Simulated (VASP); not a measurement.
Set up this calculation in VASP 6.6.1, as the native input.

```
Task                   : single point
Functional             : r2SCAN
Potentials or basis    : VASP PAW PBE potentials, release 64 (Al, O)
Cutoff                 : 520 eV
k mesh                 : 12 × 12 × 4
Occupations            : gaussian, width 0.05 eV
Spin                   : no spin polarisation
Dipole correction      : no
Further INCAR settings : ALGO = Normal; EDIFF = 1e-06; NBANDS = 20
```

The system is Al2O3.

```
Al O
1.0
     2.65358    0.00000    0.00000
    -1.32679    2.29807    0.00000
     0.00000    0.00000    8.96328
Al O
2 3
Direct
  0.00000 0.00000 0.14999
  0.00000 0.00000 0.85001
  0.33333 0.66667 0.22232
  0.66667 0.33333 0.00000
  0.33333 0.66667 0.77768
```

This cell differs from its parent crystal: strain -0.080 along x and y, -0.040 along z.

The input as run:

POSCAR

```
Al2O3
1.0
    2.6535789524      0.0000000000      0.0000000000
   -1.3267894762      2.2980667837      0.0000000000
    0.0000000000      0.0000000000      8.9632842816
Al O
2 3
Direct
    0.0000000000      0.0000000000      0.1499923300
    0.0000000000      0.0000000000      0.8500076700
    0.3333333333      0.6666666667      0.2223169200
    0.6666666667      0.3333333333      0.0000000000
    0.3333333333      0.6666666667      0.7776830800
```

INCAR.step1

```
SYSTEM = Al2O3
  PREC = Accurate
  ENCUT = 520
  ISMEAR = 0
  SIGMA = 0.05
  LREAL = .FALSE.
  LASPH = .TRUE.
  NELM = 100
  NBANDS = 20
  GGA = PE
  ALGO = Normal
  EDIFF = 1E-4
  LWAVE = .TRUE.
  LCHARG = .FALSE.
```

INCAR.step2

```
SYSTEM = Al2O3
  PREC = Accurate
  ENCUT = 520
  EDIFF = 1E-6
  ISMEAR = 0
  SIGMA = 0.05
  LREAL = .FALSE.
  LASPH = .TRUE.
  NELM = 100
  ALGO = Normal
  ISIF = 2
  LWAVE = .FALSE.
  LCHARG = .FALSE.
  METAGGA = R2SCAN
  LMIXTAU = .TRUE.
  NBANDS = 20
  ISTART = 1
```

KPOINTS

```
regular mesh
0
G
  12 12 4
  0 0 0
```

Potentials or basis: VASP PAW PBE potentials, release 64 (Al, O).

Launch:

```console
$ cat potpaw_PBE.64/Al/POTCAR potpaw_PBE.64/O/POTCAR > POTCAR
$ cp INCAR.step1 INCAR
$ mpirun -np 1 vasp_std > vasp.out
$ cp INCAR.step2 INCAR
$ mpirun -np 1 vasp_std > vasp.out
```

It gave:

* Pressure: 43.6 GPa
* Largest force: 2.963 eV/Å
* Band gap on the k mesh: 7.97 eV (least direct gap 8.26 eV)

Caveat: the cell differs from its parent crystal (strain -0.080 along x and y, -0.040 along z); the cell stands under pressure; the PAW data sets were made with another functional, which shifts forces and pressure a little.

Wall time 2.9 min on 1 thread of AMD EPYC 9R45 96-Core Processor (Zen 5) (shared host), peak memory 0.16 GiB.
